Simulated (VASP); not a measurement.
# Nb (Im-3m) in VASP: single point with PBEsol

Aim: the single point of Nb with PBEsol.

Everything below comes from runs of VASP 6.6.1. Logs are shortened: lines on timing, memory, paths and dates and some standing lists are left out, and cuts for length are marked.

### 1 The cell of the first run

The structure is cubic, space group Im-3m (No. 229). The conventional cell has a = 3.206 Å, b = 3.206 Å, c = 3.206 Å, α = 90.00°, β = 90.00°, γ = 90.00°. Nb (site symmetry m-3m) has 14 Nb at 2.78 to 3.21 Å within 3.7 Å.

### 2 Single point, PBEsol (volume scaled by 0.94)

Input file INCAR:

```
PREC     = Accurate       # precision mode
ENCUT    = 520            # plane-wave cutoff, eV
EDIFF    = 1E-6           # SCF threshold, eV
ISMEAR   = -1             # smearing method
SIGMA    = 0.05           # smearing width, eV
LREAL    = F              # projectors in reciprocal space
LASPH    = T              # aspherical terms in the spheres
NELM     = 60             # most SCF steps
ALGO     = Normal         # electronic algorithm
ISIF     = 2              # what is computed and relaxed
LWAVE    = F              # write WAVECAR
LCHARG   = F              # write CHGCAR
GGA      = PS             # functional
NBANDS   = 12             # bands
```

Input file KPOINTS:

```
regular mesh
0
Gamma
  18 18 18
```

Input file POSCAR:

```
Nb
1.0
   -1.6029075952      1.6029075952      1.6029075952
    1.6029075952     -1.6029075952      1.6029075952
    1.6029075952      1.6029075952     -1.6029075952
Nb
1
Direct
    0.0000000000      0.0000000000      0.0000000000
```

Potentials or basis: VASP PAW PBE potentials, release 64 (Nb_sv).

The run is started by

```
$ cat potpaw_PBE.64/Nb_sv/POTCAR > POTCAR
$ mpirun -np 1 vasp_std > vasp.out
```

OUTCAR:

```text
PREC = Accurate
   ENCUT = 520
   EDIFF = 1E-6
   ISMEAR = -1
   LREAL = F
   LASPH = T
   NELM = 60
   ISIF = 2
   GGA = PS

 ion  position               nearest neighbor table
   1  0.000  0.000  0.000-

  LATTYP: Found a body centered cubic cell.
 ALAT       =     3.2058151904

  Lattice vectors:

 A1 = (  -1.6029075952,   1.6029075952,   1.6029075952)
 A2 = (   1.6029075952,  -1.6029075952,   1.6029075952)
 A3 = (   1.6029075952,   1.6029075952,  -1.6029075952)

Analysis of symmetry for initial positions (statically):
=====================================================================
 Subroutine PRICEL returns:
 Original cell was already a primitive cell.

 Routine SETGRP: Setting up the symmetry group for a
 body centered cubic supercell.

 Subroutine GETGRP returns: Found 48 space group operations
 (whereof 48 operations were pure point group operations)
 out of a pool of 48 trial point group operations.

The static configuration has the point symmetry O_h .

Analysis of symmetry for dynamics (positions and initial velocities):
=====================================================================
 Subroutine PRICEL returns:
 Original cell was already a primitive cell.

 Routine SETGRP: Setting up the symmetry group for a
 body centered cubic supercell.

 Subroutine GETGRP returns: Found 48 space group operations
 (whereof 48 operations were pure point group operations)
 out of a pool of 48 trial point group operations.

The dynamic configuration has the point symmetry O_h .

 Subroutine INISYM returns: Found 48 space group operations
 (whereof 48 operations are pure point group operations),
 and found     1 'primitive' translations

----------------------------------------------------------------------------------------

                                     Primitive cell

  volume of cell :      16.4735

  direct lattice vectors                    reciprocal lattice vectors
    -1.602907595  1.602907595  1.602907595     0.000000000  0.311933140  0.311933140
     1.602907595 -1.602907595  1.602907595     0.311933140  0.000000000  0.311933140
     1.602907595  1.602907595 -1.602907595     0.311933140  0.311933140  0.000000000

  length of vectors
     2.776317395  2.776317395  2.776317395     0.441140078  0.441140078  0.441140078

  position of ions in fractional coordinates (direct lattice)
     0.000000000  0.000000000  0.000000000

  ion indices of the primitive-cell ions
   primitive index   ion index
                 1           1

----------------------------------------------------------------------------------------

 KPOINTS: regular mesh

Automatic generation of k-mesh.
 Grid dimensions read from file:
 generate k-points for:   18   18   18

 Generating k-lattice:

  Cartesian coordinates                     Fractional coordinates (reciprocal lattice)
     0.000000000  0.017329619  0.017329619     0.055555556  0.000000000  0.000000000
     0.017329619  0.000000000  0.017329619     0.000000000  0.055555556  0.000000000
     0.017329619  0.017329619  0.000000000     0.000000000  0.000000000  0.055555556

  Length of vectors
     0.024507782  0.024507782  0.024507782

  Shift w.r.t. Gamma in fractional coordinates (k-lattice)
     0.000000000  0.000000000  0.000000000

 Subroutine IBZKPT returns following result:
 ===========================================

 Found    195 irreducible k-points:

 Following reciprocal coordinates:
            Coordinates               Weight
  0.000000  0.000000  0.000000      1.000000
  0.055556  0.000000  0.000000     12.000000
  0.111111  0.000000  0.000000     12.000000
  0.166667  0.000000  0.000000     12.000000
  0.222222  0.000000  0.000000     12.000000
  0.277778  0.000000  0.000000     12.000000
[... 16 lines left out ...]
  0.333333  0.111111  0.000000     48.000000
  0.388889  0.111111  0.000000     48.000000
 [... further k-points ...]
   k-points           NKPTS =    195   k-points in BZ     NKDIM =    195   number of bands    NBANDS=     12
   number of dos      NEDOS =    301   number of ions     NIONS =      1
   total plane-waves  NPLWV =  13824
   dimension x,y,z NGX =    24 NGY =   24 NGZ =   24
   dimension x,y,z NGXF=    48 NGYF=   48 NGZF=   48
   ions per type =               1
   NGX,Y,Z   is equivalent  to a cutoff of  14.37, 14.37, 14.37 a.u.
   NGXF,Y,Z  is equivalent  to a cutoff of  28.74, 28.74, 28.74 a.u.
 SYSTEM =  unknown system
   PREC   = accura    normal or accurate (medium, high low for compatibility)
   ISTART =      0    job   : 0-new  1-cont  2-samecut
   ICHARG =      2    charge: 1-file 2-atom 10-const
   ISPIN  =      1    spin polarized calculation?
   LNONCOLLINEAR =      F non collinear calculations
   LSORBIT =      F    spin-orbit coupling
   LASPH  =      T    aspherical Exc in radial PAW
   ENCUT  =  520.0 eV  38.22 Ry    6.18 a.u.   5.16  5.16  5.16*2*pi/ulx,y,z
   NELM   =     60;   NELMIN=  2; NELMDL= -5     # of ELM steps
   EDIFF  = 0.1E-05   stopping-criterion for ELM
   LREAL  =      F    real-space projection
   EDIFFG = 0.1E-04   stopping-criterion for IOM
   NSW    =      0    number of steps for IOM
   IBRION =     -1    ionic relax: 0-MD 1-quasi-New 2-CG
   NFREE  =      0    steps in history (QN), initial steepest desc. (CG)
   ISIF   =      2    stress and relaxation
   ISYM   =      2    0-nonsym 1-usesym 2-fastsym
   POTIM  = 0.5000    time-step for ionic-motion
   TEBEG  =    0.0;   TEEND  =   0.0 temperature during run
   PSTRESS=    0.0 pullay stress
   NELECT =      13.0000    total number of electrons
   NUPDOWN=      -1.0000    fix difference up-down
   EMIN   =  10.00;   EMAX   =-10.00  energy-range for DOS
   EFERMI =   0.00;   METHOD = LEGACY
   ISMEAR =    -1;   SIGMA  =   0.05  broadening in eV -4-tet -1-fermi 0-gaus
   EFERMI_NEDOS =   21; number of points for ismear=-14 and -15
   IALGO  =     38    algorithm
   IMIX   =      4    mixing-type and parameters
     AMIX     =   0.40;   BMIX     =  1.00
     AMIX_MAG =   1.60;   BMIX_MAG =  1.00
  volume/ion in A,a.u.               =      16.47       111.17
  Fermi-wavevector in a.u.,A,eV,Ry     =   1.512844  2.858861 31.139610  2.288697
  Thomas-Fermi vector in A             =   2.622714
   LORBIT       =      0    0 simple, 1 ext, 2 COOP (PROOUT), +10 PAW based schemes
   GGA     = PS    functional components
   LHFCALC =     F    Hartree Fock is set to
   AEXX    =    0.0000 exact exchange contribution
   IVDW    =     0    specifies the selected vdW correction
   LEPSILON=     F    determine dielectric tensor
   LRPA    =     F    only Hartree local field effects (RPA)
 non-spin polarized calculation
  energy-cutoff  :      520.00
  volume of cell :       16.47
 maximum number of plane-waves:       466
 NGX is ok and might be reduce to    24
   NGX = 11   NGY = 11   NGZ = 11

 number of electron      12.9999999 magnetization

 Free energy of the ion-electron system (eV)
  ---------------------------------------------------
  ext. energy  EPLUGINS =         0.00000000
  ---------------------------------------------------
  free energy    TOTEN  =       -10.92021585 eV

  energy without entropy =      -10.90827109  energy(sigma->0) =      -10.91424347

 E-fermi :  12.3465     XC(G=0): -13.0988

 val. band max:       12.3458071395   @ k =  -0.3333   0.4444   0.1667
 cond. band min:      12.3593508489   @ k =   0.1111   0.0556   0.0000
 fundamental gap:      0.0135437094
 Fermi energy:        12.3465347691

 k-point     1 :       0.0000    0.0000    0.0000
  band No.  band energies     occupation
      1     -41.8406      2.00000
      2     -16.9319      2.00000
      3     -16.9319      2.00000
      4     -16.9319      2.00000
      5       6.2229      2.00000
      6      12.6665      0.00332
      7      12.6665      0.00332
      8      12.6665      0.00332
      9      15.8843      0.00000
     10      15.8843      0.00000
     11      26.7811      0.00000
     12      26.7811      0.00000

 k-point     2 :       0.0556    0.0000    0.0000
  band No.  band energies     occupation
      1     -41.8302      2.00000
      2     -16.9915      2.00000
      3     -16.9495      2.00000
      4     -16.9325      2.00000
      5       6.3660      2.00000
      6      12.5751      0.02046
      7      12.6454      0.00505
      8      12.8042      0.00021
      9      15.7355      0.00000
     10      15.8827      0.00000
     11      26.9064      0.00000
     12      27.0272      0.00000

 k-point     3 :       0.1111    0.0000    0.0000
  band No.  band energies     occupation
      1     -41.8004      2.00000
      2     -17.1608      2.00000
      3     -17.0001      2.00000
      4     -16.9343      2.00000
      5       6.7729      2.00000
      6      12.3240      1.22187
      7      12.5571      0.02923
      8      13.2126      0.00000
      9      15.4246      0.00000
     10      15.8865      0.00000
     11      27.2241      0.00000
     12      27.7412      0.00000

 k-point     4 :       0.1667    0.0000    0.0000
  band No.  band energies     occupation
      1     -41.7544      2.00000
      2     -17.4141      2.00000
      3     -17.0767      2.00000
      4     -16.9372      2.00000
      5       7.3685      2.00000
      6      11.9682      1.99897
      7      12.3729      0.74188
      8      13.8756      0.00000
      9      15.2126      0.00000
     10      15.9157      0.00000
     11      27.5283      0.00000
     12      28.8621      0.00000

 k-point     5 :       0.2222    0.0000    0.0000
  band No.  band energies     occupation
      1     -41.6974      2.00000
      2     -17.7156      2.00000
      3     -17.1692      2.00000
      4     -16.9408      2.00000
      5       8.0005      2.00000
      6      11.5707      2.00000
      7      12.2061      1.88627
      8      14.7655      0.00000
      9      15.2336      0.00000
     10      15.9913      0.00000
     11      27.4502      0.00000
     12      29.5373      0.00000
[... 228 lines left out ...]
      1     -41.6172      2.00000
      2     -18.0646      2.00000
      3     -17.2894      2.00000
      4     -17.0158      2.00000
      5       8.8098      2.00000
      6      11.2017      2.00000
      7      11.8541      1.99989
      8      15.0530      0.00000
      9      16.4308      0.00000
     10      16.5687      0.00000
     11      27.2549      0.00000
     12      28.8813      0.00000

 k-point    22 :       0.2778    0.1111   -0.0000
  band No.  band energies     occupation
      1     -41.5623      2.00000
      2     -18.3053      2.00000
      3     -17.3984      2.00000
      4     -17.0229      2.00000
      5       8.9147      2.00000
      6      10.9020      2.00000
      7      12.3436      1.02914
      8      15.3567      0.00000
      9      16.6492      0.00000
     10      17.7445      0.00000
     11      26.3064      0.00000
     12      28.0206      0.00000

 k-point    23 :       0.3333    0.1111    0.0000
  band No.  band energies     occupation
      1     -41.5172      2.00000
      2     -18.4969      2.00000
      3     -17.4874      2.00000
      4     -17.0282      2.00000
      5       8.7921      2.00000
      6      10.6832      2.00000
      7      13.0822      0.00000
      8      15.6698      0.00000
      9      16.8225      0.00000
     10      18.9436      0.00000
     11      25.5456      0.00000
     12      26.8566      0.00000

 k-point    24 :       0.3889    0.1111    0.0000
  band No.  band energies     occupation
      1     -41.4874      2.00000
      2     -18.6200      2.00000
      3     -17.5454      2.00000
      4     -17.0314      2.00000
      5       8.6526      2.00000
      6      10.5490      2.00000
      7      13.7367      0.00000
      8      15.8063      0.00000
      9      17.0631      0.00000
     10      19.8881      0.00000
     11      25.0593      0.00000
     12      25.8660      0.00000

 [... further k-points ...]

------------------------ aborting loop because EDIFF is reached ----------------------------------------

  FORCE on cell =-STRESS in cart. coord.  units (eV):
  Direction    XX          YY          ZZ          XY          YZ          ZX
  --------------------------------------------------------------------------------------
  -------------------------------------------------------------------------------------
  Total        1.2405183      1.2405183      1.2405183      0.0000000      0.0000000     -0.0000000
  in kB      120.6502719    120.6502719    120.6502719      0.0000000      0.0000000     -0.0000000
  external PRESSURE =     120.6502719 kB  Pullay stress =       0.0000000 kB

 VOLUME and BASIS-vectors are now :
 -----------------------------------------------------------------------------
  energy-cutoff  :      520.00
  volume of cell :       16.47
      direct lattice vectors                 reciprocal lattice vectors
    -1.602907595  1.602907595  1.602907595     0.000000000  0.311933140  0.311933140
     1.602907595 -1.602907595  1.602907595     0.311933140  0.000000000  0.311933140
     1.602907595  1.602907595 -1.602907595     0.311933140  0.311933140  0.000000000

 POSITION                                       TOTAL-FORCE (eV/Angst)
 -----------------------------------------------------------------------------------
      0.00000      0.00000      0.00000         0.000000     -0.000000      0.000000
 -----------------------------------------------------------------------------------
    total drift:                                0.000000      0.000000      0.000000

  FREE ENERGIE OF THE ION-ELECTRON SYSTEM (eV)
  ---------------------------------------------------
  free  energy   TOTEN  =       -10.9202158472 eV

  energy  without entropy=      -10.9082710899  energy(sigma->0) =      -10.91424347
```

Run time: 57 s. Hardware: 1 thread of Intel Xeon 6975P-C, shared host; peak memory 0.17 GiB.

Results:

- Free energy: -10.9202 eV
- Pressure: 12.1 GPa

Levels at points of the mesh, in eV from the Fermi level:
```tsv
k point	band 4	band 5	band 6	band 7	band 8	band 9
(0.00, 0.00, 0.00)	-29.28	-6.12	0.32	0.32	0.32	3.54
(0.50, 0.00, 0.00)	-29.30	-4.14	-1.96	2.76	3.64	4.40
(0.50, 0.50, 0.50)	-30.49	-4.30	-4.30	6.27	6.27	6.27
```

Caveat: the PAW data sets were made with another functional, which shifts forces and pressure a little.
